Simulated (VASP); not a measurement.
A run of VASP 6.6.1:

INCAR

```
PREC = Accurate ; ENCUT = 520
EDIFF = 1E-8 ; ISMEAR = -1
SIGMA = 0.01 ; LREAL = Auto
LASPH = T ; NELM = 100
ALGO = Normal ; ISIF = 2
LWAVE = F ; LCHARG = F
GGA = PE ; LEFG = T
NELECT = 136.0 ; NBANDS = 86
```

KPOINTS

```
Automatic mesh
0
Gamma
  3 3 3
```

The input POSCAR:

```
VSi7O16
1.0
    0.0000000000      4.9820000000      6.9630000000
    4.9820000000      0.0000000000      6.9630000000
    4.9820000000      4.9820000000      0.0000000000
V Si O
1 7 16
Direct
    0.0000000000      0.0000000000      0.2989700000
    0.5000000000      0.5000000000      0.7989700000
    0.4239700000      0.8260300000      0.3750000000
    0.9239700000      0.3260300000      0.8750000000
    0.2500000000      0.2500000000      0.4510300000
    0.7500000000      0.7500000000      0.9510300000
    0.0760300000      0.6739700000      0.1250000000
    0.5760300000      0.1739700000      0.6250000000
    0.0208550000      0.1572750000      0.0826150000
    0.5208550000      0.6572750000      0.5826150000
    0.3857450000      0.0423850000      0.3541450000
    0.8857450000      0.5423850000      0.8541450000
    0.4072750000      0.2708550000      0.4892550000
    0.9072750000      0.7708550000      0.9892550000
    0.2923850000      0.6357450000      0.9677250000
    0.7923850000      0.1357450000      0.4677250000
    0.1142550000      0.4576150000      0.2822750000
    0.6142550000      0.9576150000      0.7822750000
    0.0927250000      0.2291450000      0.6673850000
    0.5927250000      0.7291450000      0.1673850000
    0.2076150000      0.8642550000      0.3958550000
    0.7076150000      0.3642550000      0.8958550000
    0.4791450000      0.3427250000      0.7607450000
    0.9791450000      0.8427250000      0.2607450000
```

Potentials or basis: VASP PAW PBE potentials, release 64 (V_sv, Si, O).

Run with:

```bash
$ cat potpaw_PBE.64/V_sv/POTCAR potpaw_PBE.64/Si/POTCAR potpaw_PBE.64/O/POTCAR > POTCAR
$ mpirun -np 1 vasp_std > vasp.out
```

Hardware: 1 thread of Intel(R) Xeon(R) Platinum 8488C (Sapphire Rapids) (shared host).

Task: Estimate the wall time of this run.

Result: Run time: 11 min on 1 thread of Intel(R) Xeon(R) Platinum 8488C (Sapphire Rapids), with other jobs on the host, peak memory 0.59 GiB. Counts: scf iterations 21, k points 10.
